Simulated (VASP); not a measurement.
A run of VASP 6.6.1 is set up as follows.

Contents of INCAR:

```
PREC     = Accurate       # precision mode
ENCUT    = 520            # plane-wave cutoff, eV
EDIFF    = 1E-6           # SCF threshold, eV
ISMEAR   = 0              # smearing method
SIGMA    = 0.05           # smearing width, eV
LREAL    = False          # projectors in reciprocal space
LASPH    = True           # aspherical terms in the spheres
NELM     = 100            # most SCF steps
ALGO     = Normal         # electronic algorithm
ISIF     = 2              # what is computed and relaxed
LWAVE    = False          # write WAVECAR
LCHARG   = True           # write CHGCAR
GGA      = PE             # functional
IVDW     = 12             # dispersion correction
LELF     = True           # ELF
LVHAR    = True         
NBANDS   = 35             # bands
```

Contents of KPOINTS:

```
Automatic mesh
0
Gamma
  12 12 4
```

Contents of POSCAR:

```
MoS2
1.0
    2.9919000000      0.0000000000      0.0000000000
   -1.4959500000      2.5910614056      0.0000000000
    0.0000000000      0.0000000000     12.5312000000
Mo S
2 4
Direct
    0.6666666667      0.3333333333      0.2501439769
    0.3333333333      0.6666666667      0.7498560231
    0.3333333333      0.6666666667      0.3795985159
    0.6666666667      0.3333333333      0.8793132861
    0.3333333333      0.6666666667      0.1206867139
    0.6666666667      0.3333333333      0.6204014841
```

Potentials or basis: VASP PAW PBE potentials, release 64 (Mo_sv, S).

Launch:

```bash
$ cat potpaw_PBE.64/Mo_sv/POTCAR potpaw_PBE.64/S/POTCAR > POTCAR
$ mpirun -np 1 vasp_std > vasp.out
```

Estimate the pressure.

10.9 GPa.

Estimate the dispersion energy per atom.

-0.468 eV.

Stress tensor (GPa, compression positive):
```
16.61  0.00  0.00
 0.00 16.61  0.00
 0.00  0.00 -0.64
```

Caveat: the stress differs along the axes, from -1 to 17 GPa.
